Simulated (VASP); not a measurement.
Runs of VASP 6.6.1 on GaP (rocksalt type). The structure is that of space group Fm-3m (No. 225), or close to it. The cells are those of the table. 

```tsv
task	cell	cutoff (eV)	smearing	gap on the mesh (eV)	pressure (GPa)
relaxation of cell and atoms	relaxed from a = 3.319 Å, angles 60.0°, 2 atoms	600	fermi-dirac 0.05 eV	none	0.0
single point	a = 3.359 Å, angles 60.0°, 2 atoms	520	fermi-dirac 0.05 eV	none	(a)
single point	a = 3.244 Å, angles 60.0°, 2 atoms	520	fermi-dirac 0.05 eV	none	(b)
single point	a = 3.468 Å, angles 60.0°, 2 atoms	520	methfessel-paxton 0.025 eV	none	16.8
single point	a = 3.468 Å, angles 60.0°, 2 atoms	520	fermi-dirac 0.05 eV	none	16.8
single point	a = 2.965 Å, angles 60.0°, 2 atoms	520	fermi-dirac 0.05 eV	none	213.9
single point	a = 3.619 Å, angles 60.0°, 2 atoms	520	fermi-dirac 0.05 eV	none	-0.1
single point	a = 3.545 Å, angles 60.0°, 2 atoms	520	fermi-dirac 0.05 eV	none	6.9
```

Alike in all rows: level r2SCAN; potentials or basis VASP PAW PBE potentials, release 64 (Ga_d, P); no spin polarisation; k mesh 14 × 14 × 14.

Estimate the missing entries.

(a) 36.0; (b) 66.6.

Caveats: the PAW data sets were made with another functional, which shifts forces and pressure a little.

A k mesh can miss the band edges, and the runs leave out spin-orbit coupling on Ga.

A gap of «none» marks levels without a gap at the run's occupations.
